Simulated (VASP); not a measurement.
The system is BaS.

```
Ba S
1.0
     7.19935    0.00000    0.00000
     0.00000    7.19935    0.00000
     0.00000    0.00000    5.76155
Ba S
2 2
Direct
  0.00000 0.00000 0.00000
  0.50000 0.50000 0.00000
  0.00000 0.50000 0.57031
  0.50000 0.00000 0.42969
```

| Property | Result |
| --- | --- |
| Program | VASP 6.6.1 |
| Task | relaxation of cell and atoms |
| Functional | PBE |
| Potentials or basis | VASP PAW PBE potentials, release 64 (Ba_sv, S) |
| Cutoff | 600 eV |
| k mesh | 4 × 4 × 4 |
| Occupations | gaussian, width 0.1 eV |
| Spin | no spin polarisation |

At the start: pressure -5.4 GPa; volume 74.66 Å³/atom.

Question: How do energy, volume and symmetry change on relaxing?

Answer: Over 19 steps the energy falls by 1779.0 meV/atom and the volume is 29.01 Å³/atom (-61.1 %); space group P4/nmm (No. 129, to 0.05 Å).

The path:
```
step  energy change (eV)  largest force (eV/Å)  pressure (GPa)  volume (Å³)
   1              0.0000                0.8925           -5.38       298.62
   2             -4.0144                0.7328           -7.21       202.59
   3             46.5318                5.4421          562.82        38.48
   4             -4.5556                0.4587           -7.46       187.52
   5             -6.0843                0.5629           14.17        95.24
   6             -6.7506                0.1208           -4.89       136.58
   7             -6.9953                0.2065            1.89       112.47
   8             -7.0459                0.0943           -0.89       119.46
   9             -7.0424                0.1338            0.03       116.89
  10             -7.0818                0.1718            1.44       113.65
  11             -7.0856                0.1638            1.10       114.39
  12             -7.0977                0.0854           -0.36       118.05
  13             -7.0986                0.1017           -0.07       117.26
  14             -7.0999                0.0980           -0.07       117.17
  15             -7.1033                0.0865           -0.05       116.88
  16             -7.1089                0.0670            0.02       116.32
  17             -7.1151                0.0331            0.26       115.19
  18             -7.1160                0.0198           -0.24       116.41
  19             -7.1161                0.0233           -0.09       116.05
```

Final structure:
```xyz
4
Lattice="5.4720 0.0000 0.0000 0.0000 5.4720 0.0000 0.0000 0.0000 3.8757" Properties=species:S:1:pos:R:3 pbc="T T T"
Ba    0.0000    0.0000    0.0000
Ba    2.7360    2.7360    0.0000
S     0.0000    2.7360    1.9988
S     2.7360    0.0000    1.8769
```

Caveat: the volume moved by over 15 % at a fixed basis, so the end points are rough.
